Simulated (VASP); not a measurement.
# MgO (P3m1) in VASP: a series of runs

Runs on MgO. Level: PBEsol. Tasks: single point.

All numbers are computed with VASP 6.6.1; they aren't measurements. Logs are shortened: lines on timing, memory, paths and dates and some standing lists are left out, and cuts for length are marked.

### Step 1. The cell of the first run

Symmetry: P3m1, No. 156, trigonal system. The conventional cell has a = 3.255 Å, b = 3.255 Å, c = 10.415 Å, α = 90.00°, β = 90.00°, γ = 120.00°. Mg (site symmetry 3m) has 4 O at 1.98 Å within 2.6 Å. Mg (site symmetry 3m) has 4 O at 1.98 to 1.99 Å within 2.6 Å. Mg (site symmetry 3m) has 4 O at 1.98 to 2.38 Å within 2.6 Å. Within 2.5 Å of Mg (site symmetry 3m) lie 4 O at 1.89 to 1.98 Å. Within 2.6 Å of O (site symmetry 3m) lie 4 Mg at 1.98 Å. O (site symmetry 3m) has 4 Mg at 1.89 to 2.38 Å within 2.5 Å. O (site symmetry 3m) has 4 Mg at 1.98 to 1.99 Å within 2.6 Å. Within 2.6 Å of O (site symmetry 3m) lie 4 Mg at 1.98 Å.

### Step 2. Single point, PBEsol (atom 6 (O) moved by +0.000 Å along [1 0 0] and -0.390 Å along [0 0 1])

INCAR reads:

```
SYSTEM = MgO
PREC     = Accurate       ! precision mode
ENCUT    = 520            ! plane-wave cutoff, eV
EDIFF    = 1E-6           ! SCF threshold, eV
ISMEAR   = 0              ! smearing method
SIGMA    = 0.05           ! smearing width, eV
LREAL    = .False.        ! projectors in reciprocal space
LASPH    = .True.         ! aspherical terms in the spheres
NELM     = 100            ! most SCF steps
ALGO     = Normal         ! electronic algorithm
ISIF     = 2              ! what is computed and relaxed
LWAVE    = .False.        ! write WAVECAR
LCHARG   = .False.        ! write CHGCAR
GGA      = PS             ! functional
NBANDS   = 26             ! bands
```

KPOINTS reads:

```
regular mesh
0
Gamma
  9 9 4
  0 0 0
```

POSCAR reads:

```
MgO
1.0
    3.2553371795      0.0000000000      0.0000000000
   -1.6276685897      2.8192046953      0.0000000000
    0.0000000000      0.0000000000     10.4149514991
Mg O
4 4
Direct
    0.3333333333      0.6666666667      0.9695963559
    0.0000000000      0.0000000000      0.2209473890
    0.0000000000      0.0000000000      0.7209473890
    0.6666666667      0.3333333333      0.4695963559
    0.3333333333      0.6666666667      0.7799156657
    0.0000000000      0.0000000000      0.4920926037
    0.0000000000      0.0000000000      0.0295387694
    0.6666666667      0.3333333333      0.2799156657
```

Potentials or basis: VASP PAW PBE potentials, release 64 (Mg, O).

On the command line:

```console
$ cat potpaw_PBE.64/Mg/POTCAR potpaw_PBE.64/O/POTCAR > POTCAR
$ mpirun -np 1 vasp_std > vasp.out
```

OUTCAR:

```text
SYSTEM = MgO
   PREC = Accurate
   ENCUT = 520
   EDIFF = 1E-6
   ISMEAR = 0
   LREAL = .False.
   LASPH = .True.
   NELM = 100
   ISIF = 2
   GGA = PS

 ion  position               nearest neighbor table
   1  0.333  0.667  0.970-   5 1.98   7 1.98   7 1.98   7 1.98   3 3.20   3 3.20   3 3.20   2 3.22
                             2 3.22   2 3.22
   2  0.000  0.000  0.221-   8 1.98   8 1.98   8 1.98   7 1.99   4 3.20   4 3.20   4 3.20   1 3.22
                             1 3.22   1 3.22
   3  0.000  0.000  0.721-   5 1.98   5 1.98   5 1.98   6 2.38   1 3.20   1 3.20   1 3.20   4 3.22
                             4 3.22   4 3.22
   4  0.667  0.333  0.470-   6 1.89   6 1.89   6 1.89   8 1.98   2 3.20   2 3.20   2 3.20   3 3.22
                             3 3.22   3 3.22
   5  0.333  0.667  0.780-   1 1.98   3 1.98   3 1.98   3 1.98
   6  0.000  0.000  0.492-   4 1.89   4 1.89   4 1.89   3 2.38
   7  0.000  0.000  0.030-   1 1.98   1 1.98   1 1.98   2 1.99
   8  0.667  0.333  0.280-   4 1.98   2 1.98   2 1.98   2 1.98

  LATTYP: Found a hexagonal cell.
 ALAT       =     3.2553371795
 C/A-ratio  =     3.1993464655

  Lattice vectors:

 A1 = (   3.2553371795,   0.0000000000,   0.0000000000)
 A2 = (  -1.6276685897,   2.8192046953,   0.0000000000)
 A3 = (   0.0000000000,   0.0000000000,  10.4149514991)

Analysis of symmetry for initial positions (statically):
=====================================================================
 Subroutine PRICEL returns:
 Original cell was already a primitive cell.

 Routine SETGRP: Setting up the symmetry group for a
 hexagonal supercell.

 Subroutine GETGRP returns: Found  6 space group operations
 (whereof  6 operations were pure point group operations)
 out of a pool of 24 trial point group operations.

The static configuration has the point symmetry C_3v.

Analysis of symmetry for dynamics (positions and initial velocities):
=====================================================================
 Subroutine PRICEL returns:
 Original cell was already a primitive cell.

 Routine SETGRP: Setting up the symmetry group for a
 hexagonal supercell.

 Subroutine GETGRP returns: Found  6 space group operations
 (whereof  6 operations were pure point group operations)
 out of a pool of 24 trial point group operations.

The dynamic configuration has the point symmetry C_3v.

 Subroutine INISYM returns: Found  6 space group operations
 (whereof  6 operations are pure point group operations),
 and found     1 'primitive' translations

----------------------------------------------------------------------------------------

                                     Primitive cell

  volume of cell :      95.5828

  direct lattice vectors                    reciprocal lattice vectors
     3.255337180  0.000000000  0.000000000     0.307187841  0.177354983  0.000000000
    -1.627668590  2.819204695  0.000000000     0.000000000  0.354709965  0.000000000
     0.000000000  0.000000000 10.414951499     0.000000000  0.000000000  0.096015810

  length of vectors
     3.255337180  3.255337179 10.414951499     0.354709965  0.354709965  0.096015810

  position of ions in fractional coordinates (direct lattice)
     0.333333333  0.666666667  0.969596356
     0.000000000  0.000000000  0.220947389
     0.000000000  0.000000000  0.720947389
     0.666666667  0.333333333  0.469596356
     0.333333333  0.666666667  0.779915666
     0.000000000  0.000000000  0.492092604
     0.000000000  0.000000000  0.029538769
     0.666666667  0.333333333  0.279915666

  ion indices of the primitive-cell ions
   primitive index   ion index
                 1           1
                 2           2
                 3           3
                 4           4
                 5           5
                 6           6
                 7           7
                 8           8

----------------------------------------------------------------------------------------

 KPOINTS: regular mesh

Automatic generation of k-mesh.
 Grid dimensions read from file:
 generate k-points for:    9    9    4

 Generating k-lattice:

  Cartesian coordinates                     Fractional coordinates (reciprocal lattice)
     0.034131982  0.019706109  0.000000000     0.111111111  0.000000000  0.000000000
     0.000000000  0.039412218  0.000000000     0.000000000  0.111111111  0.000000000
     0.000000000  0.000000000  0.024003952     0.000000000  0.000000000  0.250000000

  Length of vectors
     0.039412218  0.039412218  0.024003952

  Shift w.r.t. Gamma in fractional coordinates (k-lattice)
     0.000000000  0.000000000  0.000000000

 Subroutine IBZKPT returns following result:
 ===========================================

 Found     43 irreducible k-points:

 Following reciprocal coordinates:
            Coordinates               Weight
  0.000000  0.000000  0.000000      1.000000
  0.111111  0.000000  0.000000      6.000000
  0.222222 -0.000000  0.000000      6.000000
  0.333333  0.000000  0.000000      6.000000
  0.444444 -0.000000  0.000000      6.000000
  0.111111  0.111111  0.000000      6.000000
[... 16 lines left out ...]
  0.222222  0.111111  0.250000     12.000000
 -0.111111  0.333333  0.250000     12.000000
 [... further k-points ...]
   k-points           NKPTS =     43   k-points in BZ     NKDIM =     43   number of bands    NBANDS=     26
   number of dos      NEDOS =    301   number of ions     NIONS =      8
   total plane-waves  NPLWV =  46080
   dimension x,y,z NGX =    24 NGY =   24 NGZ =   80
   dimension x,y,z NGXF=    48 NGYF=   48 NGZF=  160
   ions per type =               4   4
   NGX,Y,Z   is equivalent  to a cutoff of  12.26, 12.26, 12.77 a.u.
   NGXF,Y,Z  is equivalent  to a cutoff of  24.51, 24.51, 25.54 a.u.
 SYSTEM =  MgO
   PREC   = accura    normal or accurate (medium, high low for compatibility)
   ISTART =      0    job   : 0-new  1-cont  2-samecut
   ICHARG =      2    charge: 1-file 2-atom 10-const
   ISPIN  =      1    spin polarized calculation?
   LNONCOLLINEAR =      F non collinear calculations
   LSORBIT =      F    spin-orbit coupling
   LASPH  =      T    aspherical Exc in radial PAW
   ENCUT  =  520.0 eV  38.22 Ry    6.18 a.u.   6.05  6.05 19.36*2*pi/ulx,y,z
   NELM   =    100;   NELMIN=  2; NELMDL= -5     # of ELM steps
   EDIFF  = 0.1E-05   stopping-criterion for ELM
   LREAL  =      F    real-space projection
   EDIFFG = 0.1E-04   stopping-criterion for IOM
   NSW    =      0    number of steps for IOM
   IBRION =     -1    ionic relax: 0-MD 1-quasi-New 2-CG
   NFREE  =      0    steps in history (QN), initial steepest desc. (CG)
   ISIF   =      2    stress and relaxation
   ISYM   =      2    0-nonsym 1-usesym 2-fastsym
   POTIM  = 0.5000    time-step for ionic-motion
   TEBEG  =    0.0;   TEEND  =   0.0 temperature during run
   PSTRESS=    0.0 pullay stress
   NELECT =      32.0000    total number of electrons
   NUPDOWN=      -1.0000    fix difference up-down
   EMIN   =  10.00;   EMAX   =-10.00  energy-range for DOS
   EFERMI =   0.00;   METHOD = LEGACY
   ISMEAR =     0;   SIGMA  =   0.05  broadening in eV -4-tet -1-fermi 0-gaus
   EFERMI_NEDOS =   21; number of points for ismear=-14 and -15
   IALGO  =     38    algorithm
   IMIX   =      4    mixing-type and parameters
     AMIX     =   0.40;   BMIX     =  1.00
     AMIX_MAG =   1.60;   BMIX_MAG =  1.00
  volume/ion in A,a.u.               =      11.95        80.63
  Fermi-wavevector in a.u.,A,eV,Ry     =   1.136750  2.148146 17.581449  1.292200
  Thomas-Fermi vector in A             =   2.273455
   LORBIT       =      0    0 simple, 1 ext, 2 COOP (PROOUT), +10 PAW based schemes
   GGA     = PS    functional components
   LHFCALC =     F    Hartree Fock is set to
   AEXX    =    0.0000 exact exchange contribution
   IVDW    =     0    specifies the selected vdW correction
   LEPSILON=     F    determine dielectric tensor
   LRPA    =     F    only Hartree local field effects (RPA)
 non-spin polarized calculation
 Gauss-broadening in eV      SIGMA  =   0.05
  energy-cutoff  :      520.00
  volume of cell :       95.58
 maximum number of plane-waves:      2616
   NGX = 13   NGY = 13   NGZ = 39

 number of electron      32.0000022 magnetization

 Free energy of the ion-electron system (eV)
  ---------------------------------------------------
  ext. energy  EPLUGINS =         0.00000000
  ---------------------------------------------------
  free energy    TOTEN  =       -48.18111300 eV

  energy without entropy =      -48.18111300  energy(sigma->0) =      -48.18111300

 E-fermi :   1.9452     XC(G=0):  -9.9351

 val. band max:        1.6417174727   @ k =   0.0000   0.0000   0.0000
 cond. band min:       3.6726806419   @ k =   0.0000   0.0000   0.0000
 fundamental gap:      2.0309631692
 Fermi energy:         1.9451947462

 k-point     1 :       0.0000    0.0000    0.0000
  band No.  band energies     occupation
      1     -15.8919      2.00000
      2     -14.9182      2.00000
      3     -14.7713      2.00000
      4     -13.5802      2.00000
      5      -2.7943      2.00000
      6      -1.1741      2.00000
[... 18 lines left out ...]
     25      14.5416      0.00000
     26      15.8150      0.00000

 k-point     2 :       0.1111    0.0000    0.0000
  band No.  band energies     occupation
      1     -15.8406      2.00000
      2     -14.8637      2.00000
      3     -14.7248      2.00000
      4     -13.5426      2.00000
      5      -2.6816      2.00000
      6      -1.3683      2.00000
[... 18 lines left out ...]
     25      14.6211      0.00000
     26      15.1598      0.00000

 k-point     3 :       0.2222   -0.0000    0.0000
  band No.  band energies     occupation
      1     -15.7073      2.00000
      2     -14.7215      2.00000
      3     -14.6046      2.00000
      4     -13.4464      2.00000
      5      -2.3900      2.00000
      6      -1.9469      2.00000
[... 18 lines left out ...]
     25      14.0480      0.00000
     26      14.7606      0.00000

 k-point     4 :       0.3333    0.0000    0.0000
  band No.  band energies     occupation
      1     -15.5499      2.00000
      2     -14.5521      2.00000
      3     -14.4630      2.00000
      4     -13.3353      2.00000
      5      -2.5718      2.00000
      6      -2.1341      2.00000
[... 18 lines left out ...]
     25      13.4787      0.00000
     26      14.1562      0.00000
[... 496 lines left out ...]
      1     -15.7479      2.00000
      2     -14.7715      2.00000
      3     -14.6349      2.00000
      4     -13.4763      2.00000
      5      -2.4708      2.00000
      6      -1.7745      2.00000
[... 18 lines left out ...]
     25      14.0237      0.00000
     26      14.4329      0.00000

 k-point    23 :       0.2222    0.1111    0.2500
  band No.  band energies     occupation
      1     -15.6023      2.00000
      2     -14.6119      2.00000
      3     -14.5069      2.00000
      4     -13.3719      2.00000
      5      -2.2968      2.00000
      6      -2.1819      2.00000
[... 18 lines left out ...]
     25      13.4535      0.00000
     26      13.8624      0.00000

 k-point    24 :      -0.1111    0.3333    0.2500
  band No.  band energies     occupation
      1     -15.6023      2.00000
      2     -14.6119      2.00000
      3     -14.5069      2.00000
      4     -13.3719      2.00000
      5      -2.2972      2.00000
      6      -2.1831      2.00000
[... 18 lines left out ...]
     25      13.3995      0.00000
     26      13.7074      0.00000

 [... further k-points ...]

------------------------ aborting loop because EDIFF is reached ----------------------------------------

  FORCE on cell =-STRESS in cart. coord.  units (eV):
  Direction    XX          YY          ZZ          XY          YZ          ZX
  --------------------------------------------------------------------------------------
  -------------------------------------------------------------------------------------
  Total        2.0738913      2.0738913     -1.3945526      0.0000000     -0.0000000      0.0000000
  in kB       34.7629582     34.7629582    -23.3757542      0.0000000     -0.0000000      0.0000000
  external PRESSURE =      15.3833874 kB  Pullay stress =       0.0000000 kB

 VOLUME and BASIS-vectors are now :
 -----------------------------------------------------------------------------
  energy-cutoff  :      520.00
  volume of cell :       95.58
      direct lattice vectors                 reciprocal lattice vectors
     3.255337180  0.000000000  0.000000000     0.307187841  0.177354983  0.000000000
    -1.627668590  2.819204695  0.000000000     0.000000000  0.354709965  0.000000000
     0.000000000  0.000000000 10.414951499     0.000000000  0.000000000  0.096015810

 POSITION                                       TOTAL-FORCE (eV/Angst)
 -----------------------------------------------------------------------------------
     -0.00000      1.87947     10.09830        -0.000000      0.000000      0.770751
      0.00000      0.00000      2.30116        -0.000000      0.000000      0.824009
      0.00000      0.00000      7.50863        -0.000000     -0.000000     -0.431907
      1.62767      0.93973      4.89082         0.000000     -0.000000     -2.008794
     -0.00000      1.87947      8.12278        -0.000000      0.000000     -0.747190
      0.00000      0.00000      5.12512        -0.000000      0.000000      3.261059
      0.00000      0.00000      0.30764        -0.000000      0.000000     -0.783700
      1.62767      0.93973      2.91531         0.000000     -0.000000     -0.884227
 -----------------------------------------------------------------------------------
    total drift:                                0.000000     -0.000001     -0.001465

  FREE ENERGIE OF THE ION-ELECTRON SYSTEM (eV)
  ---------------------------------------------------
  free  energy   TOTEN  =       -48.1811129980 eV

  energy  without entropy=      -48.1811129980  energy(sigma->0) =      -48.18111300
```

It took 3 min on 1 thread of Intel Xeon 8259CL, shared host; peak memory 0.24 GiB.

What came out:

```yaml
Free_energy: -48.1811 eV
Pressure: 1.5 GPa
Largest_force: 3.261 eV/Å
Band_gap_on_the_k_mesh: 2.03 eV
```

Forces in eV/Å, atoms in the order of the input:
```
Mg   0.000  0.000  0.771
Mg   0.000  0.000  0.824
Mg   0.000  0.000 -0.432
Mg   0.000  0.000 -2.009
O    0.000  0.000 -0.747
O    0.000  0.000  3.261
O    0.000  0.000 -0.784
O    0.000  0.000 -0.884
```

Levels at points of the mesh, in eV from the valence-band top:
```tsv
k point	band 12	band 13	band 14	band 15	band 16	band 17	band 18	band 19	band 20	band 21
(0.00, 0.00, 0.00)	-1.10	-1.10	-0.51	0.00	0.00	2.03	4.63	5.33	7.99	8.75
(0.00, 0.00, 0.50)	-1.10	-1.10	-0.98	0.00	0.00	2.52	3.79	6.32	7.04	9.70
```

Caveat: the cell differs from its parent crystal (atom 6 (O) moved by +0.000 Å along [1 0 0] and -0.390 Å along [0 0 1]); the stress differs along the axes, from -2 to 3 GPa; the PAW data sets were made with another functional, which shifts forces and pressure a little. A k mesh can miss the band edges.

### Step 3. Single point, PBEsol (atom 6 (O) moved by +0.000 Å along [1 0 0] and +0.650 Å along [0 0 1])

INCAR reads:

```
  ALGO = Normal
  EDIFF = 1E-6
  ENCUT = 520
  GGA = PS
  ISIF = 2
  ISMEAR = 0
  LASPH = True
  LCHARG = False
  LREAL = False
  LWAVE = False
  NBANDS = 26
  NELM = 60
  PREC = Accurate
  SIGMA = 0.05
```

KPOINTS reads:

```
k-points
0
Gamma
  9 9 4
```

Edit POSCAR of step 2 so:

```diff
@@ -13,3 +13,3 @@
     0.3333333333      0.6666666667      0.7799156657
-    0.0000000000      0.0000000000      0.4920926037
+    0.0000000000      0.0000000000      0.5919490456
     0.0000000000      0.0000000000      0.0295387694
```

Potentials or basis: VASP PAW PBE potentials, release 64 (Mg, O).

On the command line:

```console
$ cat potpaw_PBE.64/Mg/POTCAR potpaw_PBE.64/O/POTCAR > POTCAR
$ mpirun -np 1 vasp_std > vasp.out
```

Run time: 3.1 min. Hardware: 1 thread of Intel Xeon 8259CL, shared host; peak memory 0.24 GiB.

The run converged. Its results:

```
Free energy            : -41.4572 eV
Pressure               : 21.5 GPa
Largest force          : 36.776 eV/Å
Band gap on the k mesh : 0.85 eV
```

Forces in eV/Å, atoms in the order of the input:
```
Mg    0.000   0.000  -1.159
Mg    0.000   0.000  -1.155
Mg    0.000   0.000  32.270
Mg    0.000   0.000   3.235
O     0.000   0.000   1.335
O     0.000   0.000 -36.776
O     0.000   0.000   1.172
O     0.000   0.000   1.078
```

Stress tensor (GPa, compression positive):
```
-0.84  0.00  0.00
 0.00 -0.84  0.00
 0.00  0.00 66.16
```

Levels at points of the mesh, in eV from the valence-band top:
```
           k point  band 13  band 14  band 15  band 16  band 17  band 18  band 19  band 20
(0.00, 0.00, 0.00)    -1.68    -1.07     0.00     0.00     0.85     3.69     4.56     7.14
(0.00, 0.00, 0.50)    -1.68    -1.37     0.00     0.00     1.18     3.10     5.63     5.88
```

Caveat: the cell differs from its parent crystal (atom 6 (O) moved by +0.000 Å along [1 0 0] and +0.650 Å along [0 0 1]); atoms lie so close that the PAW spheres overlap strongly, which falsifies energies and pressures; the stress differs along the axes, from -1 to 66 GPa; the PAW data sets were made with another functional, which shifts forces and pressure a little.

(Continued in part 2 of 2.)
